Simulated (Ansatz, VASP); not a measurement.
One calculation of AgCl, two programs

File INCAR:

```
SYSTEM = AgCl
PREC = Accurate
ENCUT = 520
EDIFF = 1E-8
ISMEAR = -1
SIGMA = 0.01
LREAL = .False.
LASPH = .True.
NELM = 60
ALGO = Normal
ISIF = 2
LWAVE = .False.
LCHARG = .False.
GGA = PE
LEFG = .True.
NBANDS = 16
```

The input KPOINTS:

```
Automatic mesh
0
Gamma
  9 9 9
  0 0 0
```

POSCAR

```
AgCl
1.0
    3.3757588216      0.0000000000      0.0000000000
    0.0000000000      3.3757588216      0.0000000000
    0.0000000000      0.0000000000      3.3757588216
Ag Cl
1 1
Direct
    0.0000000000      0.0000000000      0.0000000000
    0.5000000000      0.5000000000      0.5000000000
```

Input for Ansatz:

```yaml
crystal:
  lattice:
    - [3.3757588216, 0.0, 0.0]
    - [0.0, 3.3757588216, 0.0]
    - [0.0, 0.0, 3.3757588216]
  atoms:
    - { symbol: Ag, position: [0.0, 0.0, 0.0] }
    - { symbol: Cl, position: [0.5, 0.5, 0.5] }
kpoints:
  mp_grid: { grid: [9, 9, 9] }
scf:
  occupations: { method: fermi_dirac, width: 0.01 }
hamiltonian:
  xc: pbe
  pseudopotentials: { kind: paw }
output:
  forces: true
  stress: true
  eigenvalues: true
  efg: { contact_densities: true }
```

Change from the starting cell: volume scaled by 0.95, PAW files.

Alike in both runs: task electric field gradients; functional PBE; k mesh 9 × 9 × 9; occupations fermi-dirac, width 0.01 eV; no spin polarisation.

```csv
,VASP,Ansatz
version,VASP 6.6.1,Ansatz 0.2.0
potentials or method,"VASP PAW PBE potentials, release 64 (Ag, Cl)","PAW with Ansatz's default frozen-core files, scalar-relativistic"
plane-wave cutoff (eV),520,420
valence electrons in the cell,18,26
```

|  | VASP | Ansatz | Ansatz less VASP |
| --- | --- | --- | --- |
| gap on the k mesh at the Fermi level (eV) | 0.63 | 0.63 | -0.001 |
| pressure (GPa) | 2.5 | 2.6 | +0.14 |

VASP's potentials hold 18 valence electrons a cell and Ansatz's 26, so a difference there can come from the potentials and not from the codes.
